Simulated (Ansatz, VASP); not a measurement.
Ge2F3 in VASP and in Ansatz

```xyz
5
Lattice="4.5707 0.0000 0.0000 -2.2853 3.9583 0.0000 0.0000 0.0000 4.2184" Properties=species:S:1:pos:R:3 pbc="T T T"
Ge    0.0000    0.0000    3.2243
Ge    0.0000    0.0000    0.9941
F     2.2853    0.0000    0.0000
F    -1.1427    1.9792    0.0000
F     1.1427    1.9792    0.0000
```

Alike in both runs: task relaxation of cell and atoms; functional PBE; k mesh 6 × 6 × 4; occupations gaussian, width 0.1 eV; no spin polarisation.

|  | VASP | Ansatz |
| --- | --- | --- |
| version | VASP 6.6.1 | Ansatz 0.2.0 |
| potentials or method | VASP PAW PBE potentials, release 64 (Ge_d, F), cutoff 600 eV | scalar-relativistic, plane waves, PAW |
| valence electrons in the cell | 49 | 49 |

```csv
,VASP,Ansatz,Ansatz less VASP
"gap on the k mesh at the Fermi level, each at its own relaxed structure (eV)",none,none,-
relaxed volume (Å³/atom),19.63,20.68,+1.051
relaxed length of the cell vector where the two differ most in proportion (Å),5.299,5.564,+0.2648
```

A gap of «none» marks a metal or a gap that the smearing closes. One of these differences is far larger than is usual between the two programs; its cause wasn't traced.

The k mesh is coarse, so the values compare programs but aren't converged. Noted on VASP's run: the volume moved by over 15 % at a fixed basis, so the end points are rough.
